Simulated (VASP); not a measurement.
# HfH (F-43m) in VASP: single point with PBE

Aim: the single point of HfH with PBE.

Program: VASP 6.6.1. These are calculated values, not measurements. Logs are shortened: lines on timing, memory, paths and dates and some standing lists are left out, and cuts for length are marked.

### Step 1. The cell of the first run

It takes space group F-43m (No. 216, cubic). Conventional cell: a = 4.679 Å, b = 4.679 Å, c = 4.679 Å, α = 90.00°, β = 90.00°, γ = 90.00°. Within 2.7 Å of Hf (site symmetry -43m) lie 4 H at 2.03 Å. Within 2.7 Å of H (site symmetry -43m) lie 4 Hf at 2.03 Å.

### Step 2. Single point, PBE

Contents of INCAR:

```
SYSTEM = HfH
PREC     = Accurate       ! precision mode
ENCUT    = 520            ! plane-wave cutoff, eV
EDIFF    = 1E-7           ! SCF threshold, eV
ISMEAR   = 0              ! smearing method
SIGMA    = 0.1            ! smearing width, eV
LREAL    = .False.        ! projectors in reciprocal space
LASPH    = .True.         ! aspherical terms in the spheres
NELM     = 60             ! most SCF steps
ALGO     = Normal         ! electronic algorithm
ISIF     = 2              ! what is computed and relaxed
LWAVE    = .False.        ! write WAVECAR
LCHARG   = .False.        ! write CHGCAR
GGA      = PE             ! functional
NBANDS   = 12             ! bands
```

Contents of KPOINTS:

```
regular mesh
0
Gamma
  20 20 20
  0 0 0
```

Contents of POSCAR:

```
HfH
1.0
    0.0000000000      2.3394816518      2.3394816518
    2.3394816518      0.0000000000      2.3394816518
    2.3394816518      2.3394816518      0.0000000000
Hf H
1 1
Direct
    0.0000000000      0.0000000000      0.0000000000
    0.2500000000      0.2500000000      0.2500000000
```

Potentials or basis: VASP PAW PBE potentials, release 64 (Hf_pv, H).

The run is started by

```console
$ cat potpaw_PBE.64/Hf_pv/POTCAR potpaw_PBE.64/H/POTCAR > POTCAR
$ mpirun -np 1 vasp_std > vasp.out
```

OUTCAR:

```text
SYSTEM = HfH
   PREC = Accurate
   ENCUT = 520
   EDIFF = 1E-7
   ISMEAR = 0
   LREAL = .False.
   LASPH = .True.
   NELM = 60
   ISIF = 2
   GGA = PE

 ion  position               nearest neighbor table
   1  0.000  0.000  0.000-   2 2.03   2 2.03   2 2.03   2 2.03
   2  0.250  0.250  0.250-   1 2.03   1 2.03   1 2.03   1 2.03

  LATTYP: Found a face centered cubic cell.
 ALAT       =     4.6789633036

  Lattice vectors:

 A1 = (   0.0000000000,   2.3394816518,   2.3394816518)
 A2 = (   2.3394816518,   0.0000000000,   2.3394816518)
 A3 = (   2.3394816518,   2.3394816518,   0.0000000000)

Analysis of symmetry for initial positions (statically):
=====================================================================
 Subroutine PRICEL returns:
 Original cell was already a primitive cell.

 Routine SETGRP: Setting up the symmetry group for a
 face centered cubic supercell.

 Subroutine GETGRP returns: Found 24 space group operations
 (whereof 24 operations were pure point group operations)
 out of a pool of 48 trial point group operations.

The static configuration has the point symmetry T_d .

Analysis of symmetry for dynamics (positions and initial velocities):
=====================================================================
 Subroutine PRICEL returns:
 Original cell was already a primitive cell.

 Routine SETGRP: Setting up the symmetry group for a
 face centered cubic supercell.

 Subroutine GETGRP returns: Found 24 space group operations
 (whereof 24 operations were pure point group operations)
 out of a pool of 48 trial point group operations.

The dynamic configuration has the point symmetry T_d .

 Subroutine INISYM returns: Found 24 space group operations
 (whereof 24 operations are pure point group operations),
 and found     1 'primitive' translations

----------------------------------------------------------------------------------------

                                     Primitive cell

  volume of cell :      25.6088

  direct lattice vectors                    reciprocal lattice vectors
     0.000000000  2.339481652  2.339481652    -0.213722557  0.213722557  0.213722557
     2.339481652  0.000000000  2.339481652     0.213722557 -0.213722557  0.213722557
     2.339481652  2.339481652  0.000000000     0.213722557  0.213722557 -0.213722557

  length of vectors
     3.308526681  3.308526681  3.308526681     0.370178327  0.370178327  0.370178327

  position of ions in fractional coordinates (direct lattice)
     0.000000000  0.000000000  0.000000000
     0.250000000  0.250000000  0.250000000

  ion indices of the primitive-cell ions
   primitive index   ion index
                 1           1
                 2           2

----------------------------------------------------------------------------------------

 KPOINTS: regular mesh

Automatic generation of k-mesh.
 Grid dimensions read from file:
 generate k-points for:   20   20   20

 Generating k-lattice:

  Cartesian coordinates                     Fractional coordinates (reciprocal lattice)
    -0.010686128  0.010686128  0.010686128     0.050000000  0.000000000  0.000000000
     0.010686128 -0.010686128  0.010686128     0.000000000  0.050000000  0.000000000
     0.010686128  0.010686128 -0.010686128     0.000000000  0.000000000  0.050000000

  Length of vectors
     0.018508916  0.018508916  0.018508916

  Shift w.r.t. Gamma in fractional coordinates (k-lattice)
     0.000000000  0.000000000  0.000000000

 Subroutine IBZKPT returns following result:
 ===========================================

 Found    256 irreducible k-points:

 Following reciprocal coordinates:
            Coordinates               Weight
  0.000000  0.000000  0.000000      1.000000
  0.050000  0.000000  0.000000      8.000000
  0.100000  0.000000  0.000000      8.000000
  0.150000  0.000000  0.000000      8.000000
  0.200000  0.000000  0.000000      8.000000
  0.250000  0.000000  0.000000      8.000000
[... 16 lines left out ...]
 -0.400000  0.050000  0.000000     24.000000
 -0.350000  0.050000  0.000000     24.000000
 [... further k-points ...]
   k-points           NKPTS =    256   k-points in BZ     NKDIM =    256   number of bands    NBANDS=     12
   number of dos      NEDOS =    301   number of ions     NIONS =      2
   total plane-waves  NPLWV =  21952
   dimension x,y,z NGX =    28 NGY =   28 NGZ =   28
   dimension x,y,z NGXF=    56 NGYF=   56 NGZF=   56
   ions per type =               1   1
   NGX,Y,Z   is equivalent  to a cutoff of  14.07, 14.07, 14.07 a.u.
   NGXF,Y,Z  is equivalent  to a cutoff of  28.14, 28.14, 28.14 a.u.
 SYSTEM =  HfH
   PREC   = accura    normal or accurate (medium, high low for compatibility)
   ISTART =      0    job   : 0-new  1-cont  2-samecut
   ICHARG =      2    charge: 1-file 2-atom 10-const
   ISPIN  =      1    spin polarized calculation?
   LNONCOLLINEAR =      F non collinear calculations
   LSORBIT =      F    spin-orbit coupling
   LASPH  =      T    aspherical Exc in radial PAW
   ENCUT  =  520.0 eV  38.22 Ry    6.18 a.u.   6.15  6.15  6.15*2*pi/ulx,y,z
   NELM   =     60;   NELMIN=  2; NELMDL= -5     # of ELM steps
   EDIFF  = 0.1E-06   stopping-criterion for ELM
   LREAL  =      F    real-space projection
   EDIFFG = 0.1E-05   stopping-criterion for IOM
   NSW    =      0    number of steps for IOM
   IBRION =     -1    ionic relax: 0-MD 1-quasi-New 2-CG
   NFREE  =      0    steps in history (QN), initial steepest desc. (CG)
   ISIF   =      2    stress and relaxation
   ISYM   =      2    0-nonsym 1-usesym 2-fastsym
   POTIM  = 0.5000    time-step for ionic-motion
   TEBEG  =    0.0;   TEEND  =   0.0 temperature during run
   PSTRESS=    0.0 pullay stress
   NELECT =      11.0000    total number of electrons
   NUPDOWN=      -1.0000    fix difference up-down
   EMIN   =  10.00;   EMAX   =-10.00  energy-range for DOS
   EFERMI =   0.00;   METHOD = LEGACY
   ISMEAR =     0;   SIGMA  =   0.10  broadening in eV -4-tet -1-fermi 0-gaus
   EFERMI_NEDOS =   21; number of points for ismear=-14 and -15
   IALGO  =     38    algorithm
   IMIX   =      4    mixing-type and parameters
     AMIX     =   0.40;   BMIX     =  1.00
     AMIX_MAG =   1.60;   BMIX_MAG =  1.00
  volume/ion in A,a.u.               =      12.80        86.41
  Fermi-wavevector in a.u.,A,eV,Ry     =   1.235216  2.334219 20.759190  1.525757
  Thomas-Fermi vector in A             =   2.369874
   LORBIT       =      0    0 simple, 1 ext, 2 COOP (PROOUT), +10 PAW based schemes
   GGA     = PE    functional components
   LHFCALC =     F    Hartree Fock is set to
   AEXX    =    0.0000 exact exchange contribution
   IVDW    =     0    specifies the selected vdW correction
   LEPSILON=     F    determine dielectric tensor
   LRPA    =     F    only Hartree local field effects (RPA)
 non-spin polarized calculation
 Gauss-broadening in eV      SIGMA  =   0.10
  energy-cutoff  :      520.00
  volume of cell :       25.61
 maximum number of plane-waves:       701
 NGX is ok and might be reduce to    28
   NGX = 13   NGY = 13   NGZ = 13

 number of electron      11.0000001 magnetization

 Free energy of the ion-electron system (eV)
  ---------------------------------------------------
  ext. energy  EPLUGINS =         0.00000000
  ---------------------------------------------------
  free energy    TOTEN  =       -13.94394087 eV

  energy without entropy =      -13.93735129  energy(sigma->0) =      -13.94064608

 E-fermi :   4.3049     XC(G=0): -11.1214

 val. band max:        4.2958204274   @ k =   0.5000   0.2000   0.1000
 cond. band min:       4.3141350531   @ k =  -0.4500   0.1500   0.0000
 fundamental gap:      0.0183146256
 Fermi energy:         4.3049119092

 k-point     1 :       0.0000    0.0000    0.0000
  band No.  band energies     occupation
      1     -26.0865      2.00000
      2     -26.0865      2.00000
      3     -26.0865      2.00000
      4      -4.9597      2.00000
      5       5.1748      0.00000
      6       5.1748      0.00000
      7       5.1748      0.00000
      8       7.9075      0.00000
      9       7.9075      0.00000
     10       8.2014      0.00000
     11      17.1391      0.00000
     12      18.4888      0.00000

 k-point     2 :       0.0500    0.0000    0.0000
  band No.  band energies     occupation
      1     -26.1010      2.00000
      2     -26.0884      2.00000
      3     -26.0884      2.00000
      4      -4.8953      2.00000
      5       4.9333      0.00000
      6       5.2121      0.00000
      7       5.2121      0.00000
      8       7.8672      0.00000
      9       7.8672      0.00000
     10       8.5166      0.00000
     11      17.1384      0.00000
     12      18.0142      0.00000

 k-point     3 :       0.1000    0.0000    0.0000
  band No.  band energies     occupation
      1     -26.1427      2.00000
      2     -26.0937      2.00000
      3     -26.0937      2.00000
      4      -4.7075      2.00000
      5       4.4133      0.12545
      6       5.3138      0.00000
      7       5.3138      0.00000
      8       7.7681      0.00000
      9       7.7681      0.00000
     10       9.2447      0.00000
     11      17.1188      0.00000
     12      17.2236      0.00000
[... 286 lines left out ...]
 k-point    23 :      -0.4000    0.0500    0.0000
  band No.  band energies     occupation
      1     -26.6071      2.00000
      2     -26.1690      2.00000
      3     -26.1542      2.00000
      4      -2.5595      2.00000
      5       3.0849      2.00000
      6       5.1110      0.00000
      7       5.2789      0.00000
      8       9.0303      0.00000
      9       9.5306      0.00000
     10      11.6814      0.00000
     11      12.4054      0.00000
     12      17.1450      0.00000

 k-point    24 :      -0.3500    0.0500    0.0000
  band No.  band energies     occupation
      1     -26.5553      2.00000
      2     -26.1633      2.00000
      3     -26.1451      2.00000
      4      -2.7627      2.00000
      5       2.9114      2.00000
      6       5.2234      0.00000
      7       5.3823      0.00000
      8       8.5146      0.00000
      9       9.1518      0.00000
     10      11.7673      0.00000
     11      13.3279      0.00000
     12      17.1454      0.00000

 [... further k-points ...]
[... 5 lines left out ...]
  --------------------------------------------------------------------------------------
  -------------------------------------------------------------------------------------
  Total       -0.1065161     -0.1065161     -0.1065161     -0.0000000     -0.0000000     -0.0000000
  in kB       -6.6640290     -6.6640290     -6.6640290     -0.0000000     -0.0000000     -0.0000000
  external PRESSURE =      -6.6640290 kB  Pullay stress =       0.0000000 kB

 VOLUME and BASIS-vectors are now :
 -----------------------------------------------------------------------------
  energy-cutoff  :      520.00
  volume of cell :       25.61
      direct lattice vectors                 reciprocal lattice vectors
     0.000000000  2.339481652  2.339481652    -0.213722557  0.213722557  0.213722557
     2.339481652  0.000000000  2.339481652     0.213722557 -0.213722557  0.213722557
     2.339481652  2.339481652  0.000000000     0.213722557  0.213722557 -0.213722557

 POSITION                                       TOTAL-FORCE (eV/Angst)
 -----------------------------------------------------------------------------------
      0.00000      0.00000      0.00000        -0.000000     -0.000000     -0.000000
      1.16974      1.16974      1.16974         0.000000      0.000000      0.000000
 -----------------------------------------------------------------------------------
    total drift:                                0.000000      0.000000      0.000000

  FREE ENERGIE OF THE ION-ELECTRON SYSTEM (eV)
  ---------------------------------------------------
  free  energy   TOTEN  =       -13.9439408703 eV

  energy  without entropy=      -13.9373512913  energy(sigma->0) =      -13.94064608
```

Wall time 69 s (1 thread of Intel Xeon Platinum 8488C (Sapphire Rapids), shared host); peak memory 0.22 GiB.

Results:

```
Free energy : -13.9439 eV
Pressure    : -0.7 GPa
```

Caveat: spin-orbit coupling is left out, which moves the levels of the heavy elements.
